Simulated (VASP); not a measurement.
# CoSi2 (Cm) in VASP: single point with PBE

Aim: the single point of CoSi2 with PBE.

All numbers are computed with VASP 6.6.1; they aren't measurements. Logs are shortened: lines on timing, memory, paths and dates and some standing lists are left out, and cuts for length are marked.

## (1) The cell of the first run

Symmetry: Cm, No. 8, monoclinic system. Conventional cell: a = 5.360 Å, b = 5.360 Å, c = 3.790 Å, α = 90.00°, β = 135.00°, γ = 90.00°. Co (site symmetry m) has 8 Si at 2.26 to 2.38 Å within 3.0 Å. Within 3.0 Å of Si (site symmetry 1) lie 4 Co at 2.26 to 2.38 Å and 6 Si at 2.60 to 2.76 Å.

## (2) Single point, PBE (atoms displaced along a vibrational mode)

Input file INCAR:

```
PREC = Accurate
ENCUT = 520
EDIFF = 1E-7
ISMEAR = 0
SIGMA = 0.15
LREAL = F
LASPH = T
NELM = 80
ALGO = Normal
ISIF = 2
LWAVE = F
LCHARG = T
GGA = PE
LELF = T
LVHAR = T
NBANDS = 16
```

Input file KPOINTS:

```
regular mesh
0
Gamma
  12 12 12
```

Input file POSCAR:

```
CoSi2
1.0
    0.0000000000      2.6801763726      2.6801763726
    2.6801763726      0.0000000000      2.6801763726
    2.6801763726      2.6801763726      0.0000000000
Co Si
1 2
Direct
   -0.0051919909      0.0051919909     -0.0051919909
    0.2630961531      0.2369038469      0.2477986523
    0.7477986523      0.7522013477      0.7630961531
```

Potentials or basis: VASP PAW PBE potentials, release 64 (Co, Si).

The run is started by

```console
$ cat potpaw_PBE.64/Co/POTCAR potpaw_PBE.64/Si/POTCAR > POTCAR
$ mpirun -np 1 vasp_std > vasp.out
```

OUTCAR:

```text
PREC = Accurate
   ENCUT = 520
   EDIFF = 1E-7
   ISMEAR = 0
   LREAL = F
   LASPH = T
   NELM = 80
   ISIF = 2
   GGA = PE

 ion  position               nearest neighbor table
   1  0.995  0.005  0.995-   3 2.26   2 2.26   2 2.31   3 2.31   2 2.33   3 2.33   2 2.38   3 2.38

   2  0.263  0.237  0.248-   1 2.26   1 2.31   1 2.33   1 2.38   3 2.60   3 2.68   3 2.68   3 2.68
                             3 2.68   3 2.76
   3  0.748  0.752  0.763-   1 2.26   1 2.31   1 2.33   1 2.38   2 2.60   2 2.68   2 2.68   2 2.68
                             2 2.68   2 2.76

  LATTYP: Found a face centered cubic cell.
 ALAT       =     5.3603527452

  Lattice vectors:

 A1 = (   0.0000000000,   2.6801763726,   2.6801763726)
 A2 = (   2.6801763726,   0.0000000000,   2.6801763726)
 A3 = (   2.6801763726,   2.6801763726,   0.0000000000)

Analysis of symmetry for initial positions (statically):
=====================================================================
 Subroutine PRICEL returns:
 Original cell was already a primitive cell.

 Routine SETGRP: Setting up the symmetry group for a
 face centered cubic supercell.

 Subroutine GETGRP returns: Found  2 space group operations
 (whereof  2 operations were pure point group operations)
 out of a pool of 48 trial point group operations.

The static configuration has the point symmetry C_1h.

Analysis of symmetry for dynamics (positions and initial velocities):
=====================================================================
 Subroutine PRICEL returns:
 Original cell was already a primitive cell.

 Routine SETGRP: Setting up the symmetry group for a
 face centered cubic supercell.

 Subroutine GETGRP returns: Found  2 space group operations
 (whereof  2 operations were pure point group operations)
 out of a pool of 48 trial point group operations.

The dynamic configuration has the point symmetry C_1h.

 Subroutine INISYM returns: Found  2 space group operations
 (whereof  2 operations are pure point group operations),
 and found     1 'primitive' translations

----------------------------------------------------------------------------------------

                                     Primitive cell

  volume of cell :      38.5053

  direct lattice vectors                    reciprocal lattice vectors
     0.000000000  2.680176373  2.680176373    -0.186554887  0.186554887  0.186554887
     2.680176373  0.000000000  2.680176373     0.186554887 -0.186554887  0.186554887
     2.680176373  2.680176373  0.000000000     0.186554887  0.186554887 -0.186554887

  length of vectors
     3.790341776  3.790341776  3.790341776     0.323122542  0.323122542  0.323122542

  position of ions in fractional coordinates (direct lattice)
     0.994808009  0.005191991  0.994808009
     0.263096153  0.236903847  0.247798652
     0.747798652  0.752201348  0.763096153

  ion indices of the primitive-cell ions
   primitive index   ion index
                 1           1
                 2           2
                 3           3

----------------------------------------------------------------------------------------

 KPOINTS: regular mesh

Automatic generation of k-mesh.
 Grid dimensions read from file:
 generate k-points for:   12   12   12

 Generating k-lattice:

  Cartesian coordinates                     Fractional coordinates (reciprocal lattice)
    -0.015546241  0.015546241  0.015546241     0.083333333  0.000000000  0.000000000
     0.015546241 -0.015546241  0.015546241     0.000000000  0.083333333  0.000000000
     0.015546241  0.015546241 -0.015546241     0.000000000  0.000000000  0.083333333

  Length of vectors
     0.026926879  0.026926879  0.026926879

  Shift w.r.t. Gamma in fractional coordinates (k-lattice)
     0.000000000  0.000000000  0.000000000

 Subroutine IBZKPT returns following result:
 ===========================================

 Found    476 irreducible k-points:

 Following reciprocal coordinates:
            Coordinates               Weight
  0.000000  0.000000  0.000000      1.000000
  0.083333  0.000000  0.000000      4.000000
  0.000000  0.083333  0.000000      4.000000
  0.166667  0.000000  0.000000      4.000000
  0.000000  0.166667  0.000000      4.000000
  0.250000  0.000000  0.000000      4.000000
[... 16 lines left out ...]
  0.250000  0.083333  0.000000      4.000000
  0.000000  0.250000  0.083333      4.000000
 [... further k-points ...]
   k-points           NKPTS =    476   k-points in BZ     NKDIM =    476   number of bands    NBANDS=     16
   number of dos      NEDOS =    301   number of ions     NIONS =      3
   total plane-waves  NPLWV =  21952
   dimension x,y,z NGX =    28 NGY =   28 NGZ =   28
   dimension x,y,z NGXF=    56 NGYF=   56 NGZF=   56
   ions per type =               1   2
   NGX,Y,Z   is equivalent  to a cutoff of  12.28, 12.28, 12.28 a.u.
   NGXF,Y,Z  is equivalent  to a cutoff of  24.56, 24.56, 24.56 a.u.
 SYSTEM =  unknown system
   PREC   = accura    normal or accurate (medium, high low for compatibility)
   ISTART =      0    job   : 0-new  1-cont  2-samecut
   ICHARG =      2    charge: 1-file 2-atom 10-const
   ISPIN  =      1    spin polarized calculation?
   LNONCOLLINEAR =      F non collinear calculations
   LSORBIT =      F    spin-orbit coupling
   LASPH  =      T    aspherical Exc in radial PAW
   ENCUT  =  520.0 eV  38.22 Ry    6.18 a.u.   7.05  7.05  7.05*2*pi/ulx,y,z
   NELM   =     80;   NELMIN=  2; NELMDL= -5     # of ELM steps
   EDIFF  = 0.1E-06   stopping-criterion for ELM
   LREAL  =      F    real-space projection
   EDIFFG = 0.1E-05   stopping-criterion for IOM
   NSW    =      0    number of steps for IOM
   IBRION =     -1    ionic relax: 0-MD 1-quasi-New 2-CG
   NFREE  =      0    steps in history (QN), initial steepest desc. (CG)
   ISIF   =      2    stress and relaxation
   ISYM   =      2    0-nonsym 1-usesym 2-fastsym
   POTIM  = 0.5000    time-step for ionic-motion
   TEBEG  =    0.0;   TEEND  =   0.0 temperature during run
   PSTRESS=    0.0 pullay stress
   NELECT =      17.0000    total number of electrons
   NUPDOWN=      -1.0000    fix difference up-down
   EMIN   =  10.00;   EMAX   =-10.00  energy-range for DOS
   EFERMI =   0.00;   METHOD = LEGACY
   ISMEAR =     0;   SIGMA  =   0.15  broadening in eV -4-tet -1-fermi 0-gaus
   EFERMI_NEDOS =   21; number of points for ismear=-14 and -15
   IALGO  =     38    algorithm
   IMIX   =      4    mixing-type and parameters
     AMIX     =   0.40;   BMIX     =  1.00
     AMIX_MAG =   1.60;   BMIX_MAG =  1.00
  volume/ion in A,a.u.               =      12.84        86.62
  Fermi-wavevector in a.u.,A,eV,Ry     =   1.246573  2.355682 21.142700  1.553945
  Thomas-Fermi vector in A             =   2.380744
   LORBIT       =      0    0 simple, 1 ext, 2 COOP (PROOUT), +10 PAW based schemes
   GGA     = PE    functional components
   LHFCALC =     F    Hartree Fock is set to
   AEXX    =    0.0000 exact exchange contribution
   IVDW    =     0    specifies the selected vdW correction
   LEPSILON=     F    determine dielectric tensor
   LRPA    =     F    only Hartree local field effects (RPA)
 non-spin polarized calculation
 Gauss-broadening in eV      SIGMA  =   0.15
  energy-cutoff  :      520.00
  volume of cell :       38.51
 maximum number of plane-waves:      1056
   NGX = 15   NGY = 15   NGZ = 15

 number of electron      17.0000001 magnetization

 Free energy of the ion-electron system (eV)
  ---------------------------------------------------
  ext. energy  EPLUGINS =         0.00000000
  ---------------------------------------------------
  free energy    TOTEN  =       -19.26330774 eV

  energy without entropy =      -19.25203752  energy(sigma->0) =      -19.25767263

 E-fermi :  10.0526     XC(G=0): -11.7337

 val. band max:       10.0499635704   @ k =   0.0833   0.4167   0.2500
 cond. band min:      10.0540375621   @ k =   0.0833  -0.3333  -0.1667
 fundamental gap:      0.0040739917
 Fermi energy:        10.0526363447

 k-point     1 :       0.0000    0.0000    0.0000
  band No.  band energies     occupation
      1      -3.0511      2.00000
      2       5.9458      2.00000
      3       5.9763      2.00000
      4       6.0440      2.00000
      5       8.1533      2.00000
      6       8.1643      2.00000
[... 8 lines left out ...]
     15      15.7417      0.00000
     16      15.9501      0.00000

 k-point     2 :       0.0833    0.0000    0.0000
  band No.  band energies     occupation
      1      -2.9454      2.00000
      2       5.6958      2.00000
      3       6.0113      2.00000
      4       6.0817      2.00000
      5       8.1188      2.00000
      6       8.1285      2.00000
[... 8 lines left out ...]
     15      15.4456      0.00000
     16      15.7456      0.00000

 k-point     3 :       0.0000    0.0833    0.0000
  band No.  band energies     occupation
      1      -2.9465      2.00000
      2       5.7488      2.00000
      3       5.9846      2.00000
      4       6.0334      2.00000
      5       8.1242      2.00000
      6       8.1367      2.00000
[... 8 lines left out ...]
     15      15.5104      0.00000
     16      15.6658      0.00000

 k-point     4 :       0.1667    0.0000    0.0000
  band No.  band energies     occupation
      1      -2.6300      2.00000
      2       5.0069      2.00000
      3       6.1351      2.00000
      4       6.1832      2.00000
      5       8.0425      2.00000
      6       8.0463      2.00000
[... 8 lines left out ...]
     15      15.6901      0.00000
     16      16.3605      0.00000
[... 324 lines left out ...]
 k-point    22 :       0.0833   -0.0833   -0.0833
  band No.  band energies     occupation
      1      -2.6661      2.00000
      2       5.2253      2.00000
      3       6.0645      2.00000
      4       6.0870      2.00000
      5       7.8736      2.00000
      6       8.2003      2.00000
[... 8 lines left out ...]
     15      16.1546      0.00000
     16      16.4807      0.00000

 k-point    23 :       0.2500    0.0833    0.0000
  band No.  band energies     occupation
      1      -2.2137      2.00000
      2       4.3804      2.00000
      3       6.1640      2.00000
      4       6.2931      2.00000
      5       7.7000      2.00000
      6       8.1903      2.00000
[... 8 lines left out ...]
     15      17.3126      0.00000
     16      17.7076      0.00000

 k-point    24 :       0.0000    0.2500    0.0833
  band No.  band energies     occupation
      1      -2.2213      2.00000
      2       4.3993      2.00000
      3       6.0984      2.00000
      4       6.2202      2.00000
      5       7.7643      2.00000
      6       8.2107      2.00000
[... 8 lines left out ...]
     15      17.3258      0.00000
     16      17.7286      0.00000

 [... further k-points ...]
[... 5 lines left out ...]
  --------------------------------------------------------------------------------------
  -------------------------------------------------------------------------------------
  Total        0.1414958      0.0256929      0.0612413      0.0000000      0.7259164      0.0000000
  in kB        5.8875400      1.0690618      2.5482069      0.0000000     30.2048768      0.0000000
  external PRESSURE =       3.1682695 kB  Pullay stress =       0.0000000 kB

 VOLUME and BASIS-vectors are now :
 -----------------------------------------------------------------------------
  energy-cutoff  :      520.00
  volume of cell :       38.51
      direct lattice vectors                 reciprocal lattice vectors
     0.000000000  2.680176373  2.680176373    -0.186554887  0.186554887  0.186554887
     2.680176373  0.000000000  2.680176373     0.186554887 -0.186554887  0.186554887
     2.680176373  2.680176373  0.000000000     0.186554887  0.186554887 -0.186554887

 POSITION                                       TOTAL-FORCE (eV/Angst)
 -----------------------------------------------------------------------------------
      2.68018      5.33252      2.68018         0.000000      0.664737      0.099057
      1.29909      1.36929      1.34009         0.456409     -0.332369     -0.049529
      4.06126      4.04946      4.02026        -0.456409     -0.332369     -0.049529
 -----------------------------------------------------------------------------------
    total drift:                                0.000000     -0.000102      0.000004

  FREE ENERGIE OF THE ION-ELECTRON SYSTEM (eV)
  ---------------------------------------------------
  free  energy   TOTEN  =       -19.2633077418 eV

  energy  without entropy=      -19.2520375213  energy(sigma->0) =      -19.25767263
```

Wall time 4.4 min (1 thread of Intel Xeon Platinum 8488C (Sapphire Rapids), shared host); peak memory 0.38 GiB.

Results:

* Free energy: -19.2633 eV
* Pressure: 0.3 GPa
* Largest force: 0.672 eV/Å
* Band gap on the k mesh: zero (an odd number of electrons rules out a gap without spin polarisation)

Forces in eV/Å, atoms in the order of the input:
```
Co   0.000  0.665  0.099
Si   0.456 -0.332 -0.050
Si  -0.456 -0.332 -0.050
```

Caveat: the cell differs from its parent crystal (atoms displaced along a vibrational mode); the run has no spin polarisation, though such a crystal can be magnetic. Spin polarisation is off, so any magnetic state and its effect on volume and gap are missing.
